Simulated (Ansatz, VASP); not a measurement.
## One calculation of Si4N, two programs

Contents of INCAR:

```
PREC     = Accurate       # precision mode
ENCUT    = 520            # plane-wave cutoff, eV
EDIFF    = 1E-6           # SCF threshold, eV
ISMEAR   = 0              # smearing method
SIGMA    = 0.05           # smearing width, eV
LREAL    = False          # projectors in reciprocal space
LASPH    = True           # aspherical terms in the spheres
NELM     = 150            # most SCF steps
ALGO     = Normal         # electronic algorithm
ISIF     = 2              # what is computed and relaxed
LWAVE    = False          # write WAVECAR
LCHARG   = False          # write CHGCAR
ISPIN    = 2              # spin polarisation
MAGMOM   = 0 0 0 0 3      # initial moments
LORBIT   = 11             # projections on sites
LDIPOL   = True         
IDIPOL   = 3            
DIPOL    = 0.5 0.5 0.327
GGA      = PE             # functional
IVDW     = 12             # dispersion correction
NBANDS   = 22             # bands
```

Contents of KPOINTS:

```
Automatic mesh
0
Gamma
  7 7 1
```

Contents of POSCAR:

```
Si4N
1.0
    3.8333442755      0.0000000000      0.0000000000
    0.0000000000      3.8333442755      0.0000000000
    0.0000000000      0.0000000000     21.1034818114
Si N
4 1
Direct
    0.0000000000      0.5000000000      0.1895421825
    0.0000000000      0.0000000000      0.2537634269
    0.5000000000      0.0000000000      0.3207061922
    0.5000000000      0.5000000000      0.3839879070
    0.6250000000      0.7500000000      0.4882361074
```

Input for Ansatz:

```yaml
crystal:
  lattice:
    - [3.8333442755, 0.0, 0.0]
    - [0.0, 3.8333442755, 0.0]
    - [0.0, 0.0, 21.1034818114]
  atoms:
    - { symbol: Si, position: [0.0, 0.5, 0.1895421825] }
    - { symbol: Si, position: [0.0, 0.0, 0.2537634269] }
    - { symbol: Si, position: [0.5, 0.0, 0.3207061922] }
    - { symbol: Si, position: [0.5, 0.5, 0.383987907] }
    - { symbol: "N", position: [0.625, 0.75, 0.4882361074], spin: 3.0 }
basis:
  ecutwfc: 420
kpoints:
  mp_grid: { grid: [7, 7, 1] }
hamiltonian:
  xc: pbe
  pseudopotentials: { kind: paw, azcp: { folder: soft_1 } }
  dispersion: d3bj
scf:
  occupations: { method: gaussian, width: 0.05 }
output:
  forces: true
  eigenvalues: true
  populations: true
magnetization:
  spin_polarized: true
efield:
  axis: 3
  dipole_correction: true
  ramp_width: 0.04
```

Alike in both runs: task single point; functional PBE; dispersion D3(BJ); k mesh 7 × 7 × 1; occupations gaussian, width 0.05 eV; collinear spin.

```csv
,VASP,Ansatz
version,VASP 6.6.1,Ansatz 0.2.0
potentials or method,"VASP PAW PBE potentials, release 64 (Si, N), cutoff 520 eV","scalar-relativistic, plane waves, PAW"
valence electrons in the cell,21,21
```

|  | VASP | Ansatz | Ansatz less VASP |
| --- | --- | --- | --- |
| gap on the k mesh at the Fermi level (eV) | none | none | - |
| rms of the force components (eV/Å) | 0.841 | 0.841 | +0.0001 |
| net moment per atom (μB) | 0.36 | 0.36 | 0.000 |
| size of the moment on the site where the two differ most (μB) | 1.43 | 1.84 | +0.411 |

Site moments also hang on the region over which each program counts them. Atom by atom the forces differ by 0.002 eV/Å (rms over components). A gap of «none» marks a metal or a gap that the smearing closes.
